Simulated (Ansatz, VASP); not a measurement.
# One calculation of GaP, two programs

File INCAR:

```
PREC = Accurate
ENCUT = 500
EDIFF = 1E-6
ISMEAR = 0
SIGMA = 0.02
LREAL = False
LASPH = True
NELM = 120
ALGO = Normal
ISIF = 2
LWAVE = False
LCHARG = False
GGA = CA
NBANDS = 16
GGA_COMPAT = False
```

The input KPOINTS:

```
Automatic mesh
0
Gamma
  10 10 10
```

Contents of POSCAR:

```
GaP
1.0
    0.0000000000      2.6957342448      2.6957342448
    2.6957342448      0.0000000000      2.6957342448
    2.6957342448      2.6957342448      0.0000000000
Ga P
1 1
Direct
    0.0000000000      0.0000000000      0.0000000000
    0.2500000000      0.2500000000      0.2500000000
```

Input for Ansatz:

```yaml
crystal:
  lattice:
    - [0.0, 2.6957342446, 2.6957342446]
    - [2.6957342446, 0.0, 2.6957342446]
    - [2.6957342446, 2.6957342446, 0.0]
  atoms:
    - { symbol: Ga, position: [0.0, 0.0, 0.0] }
    - { symbol: P, position: [0.25, 0.25, 0.25] }
basis:
  ecutwfc: 420
kpoints:
  mp_grid: { grid: [10, 10, 10] }
  band_path:
    path:
      - [[0.0, 0.0, 0.0], [-0.5, -0.5, 0.0], [-0.375, -0.375, 0.25]]
      - [[-0.375, 0.0, 0.375], [0.0, 0.0, 0.0], [0.0, 0.0, 0.5], [-0.5, -0.25, 0.25], [-0.5, -0.5, 0.0]]
    npoints: 10
hamiltonian:
  xc: lda
  pseudopotentials: { kind: paw, azcp: { folder: soft_1 } }
scf:
  occupations: { method: gaussian, width: 0.02 }
  n_extra_bands: 7
output:
  forces: true
  stress: true
  eigenvalues: true
```

Alike in both runs: task single point; functional LDA; k mesh 10 × 10 × 10; occupations gaussian, width 0.02 eV; no spin polarisation.

```csv
,VASP,Ansatz
version,VASP 6.6.1,Ansatz 0.2.0
potentials or method,"VASP PAW LDA potentials, release 64 (Ga_d, P), cutoff 500 eV","scalar-relativistic, plane waves, PAW"
valence electrons in the cell,18,18
```

|  | VASP | Ansatz | Ansatz less VASP |
| --- | --- | --- | --- |
| gap on the k mesh at the Fermi level (eV) | 1.40 | 1.40 | -0.001 |
| least direct gap on the mesh (eV) | 1.91 | 1.88 | -0.029 |
| pressure (GPa) | 0.1 | 0.0 | -0.07 |

Ansatz warns that its potentials were made for another functional, while VASP's fit it. LDA's correlation is that of Perdew and Zunger in VASP and of Perdew and Wang (1992) in Ansatz.
